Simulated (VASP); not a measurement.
A run of VASP 6.6.1 is set up as follows.

The input INCAR:

```
  PREC = Accurate
  ENCUT = 520
  EDIFF = 1E-6
  ISMEAR = -1
  SIGMA = 0.1
  LREAL = F
  LASPH = T
  NELM = 100
  ALGO = Normal
  ISIF = 2
  LWAVE = F
  LCHARG = T
  GGA = PS
  LELF = T
  LVHAR = T
  NBANDS = 33
```

The input KPOINTS:

```
Automatic mesh
0
Gamma
  5 5 7
```

The input POSCAR:

```
TaN
1.0
    5.1960000000      0.0000000000      0.0000000000
   -2.5980000000      4.4998679981      0.0000000000
    0.0000000000      0.0000000000      2.9110000000
Ta N
3 3
Direct
    0.3333330000      0.6666670000      0.5000000000
    0.6666670000      0.3333330000      0.5000000000
    0.0000000000      0.0000000000      0.0000000000
    0.3928500000      0.0000000000      0.0000000000
    0.6071500000      0.6071500000      0.0000000000
    0.0000000000      0.3928500000      0.0000000000
```

Potentials or basis: VASP PAW PBE potentials, release 64 (Ta_pv, N).

The run is started by

```bash
$ cat potpaw_PBE.64/Ta_pv/POTCAR potpaw_PBE.64/N/POTCAR > POTCAR
$ mpirun -np 1 vasp_std > vasp.out
```

(1) Estimate the band gap on the k mesh.

(2) Estimate the pressure.

(3) Estimate the largest force.

## Answers

(1) zero (band 24 reaches 9.78 eV, above the bottom of band 25 at 7.15 eV).

(2) -3.0 GPa.

(3) 0.024 eV/Å.

Caveat: the PAW data sets were made with another functional, which shifts forces and pressure a little; spin-orbit coupling is left out, which moves the levels of the heavy elements.
